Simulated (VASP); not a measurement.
Write the native input for VASP 6.6.1 that does the following.

```yaml
Task: relaxation of cell and atoms
Functional: PBE
Potentials_or_basis: VASP PAW PBE potentials, release 64 (Cl)
Cutoff: 600 eV
k_mesh: 6 × 6 × 2
Occupations: gaussian, width 0.01 eV
Spin: no spin polarisation
Target_pressure: 6 GPa
Dipole_correction: no
Further_INCAR_settings: ALGO = Normal; EDIFF = 1e-06; IBRION = 2; EDIFFG = -0.01; NSW = 60; ISIF = 3
```

The structure of Cl lies in POSCAR:

```
Cl
1.0
    3.1450000000     -2.2500000000      0.0000000000
    3.1450000000      2.2500000000      0.0000000000
    0.0000000000      0.0000000000      8.2100000000
Cl
4
Direct
    0.8700000000      0.1300000000      0.1000000000
    0.6300000000      0.3700000000      0.6000000000
    0.1300000000      0.8700000000      0.9000000000
    0.3700000000      0.6300000000      0.4000000000
```

The input as run:

INCAR

```
PREC = Accurate ; ENCUT = 600
EDIFF = 1E-6 ; ISMEAR = 0
SIGMA = 0.01 ; LREAL = F
LASPH = T ; NELM = 60
ALGO = Normal ; ISIF = 3
LWAVE = F ; LCHARG = F
GGA = PE ; IBRION = 2
NSW = 60 ; EDIFFG = -0.01
PSTRESS = 60.0
```

KPOINTS

```
Automatic mesh
0
Gamma
  6 6 2
```

Potentials or basis: VASP PAW PBE potentials, release 64 (Cl).

Launch:

```bash
$ cat potpaw_PBE.64/Cl/POTCAR > POTCAR
$ mpirun -np 1 vasp_std > vasp.out
```

Results of the run:

```yaml
Relaxed_volume: 21.40 Å³/atom
Relaxed_cell: a = 3.478 Å, b = 3.478 Å, c = 7.755 Å, α = 90.00°, β = 90.00°, γ = 65.86°
Space_group_after_relaxing_to_0.1_Å: Cmce (No. 64)
Energy_change_on_relaxing_the_run_minimises_the_enthalpy: +111.5 meV/atom
Ionic_steps: 28
Pressure_after_relaxing: 6.0 GPa
Largest_force_after_relaxing: 0.009 eV/Å
Band_gap_on_the_k_mesh: 2.20 eV (least direct gap 2.25 eV)
```

Caveat: the cell is relaxed towards a set pressure, so the run minimises the enthalpy, not the energy; the volume moved by over 15 % at a fixed basis, so the end points are rough; this functional lacks dispersion, which holds the molecules together, so the pressure and a relaxed volume are unreliable.

Run time: 6 min on 1 thread of Intel(R) Xeon(R) 6975P-C (Granite Rapids), with other jobs on the host, peak memory 0.27 GiB.
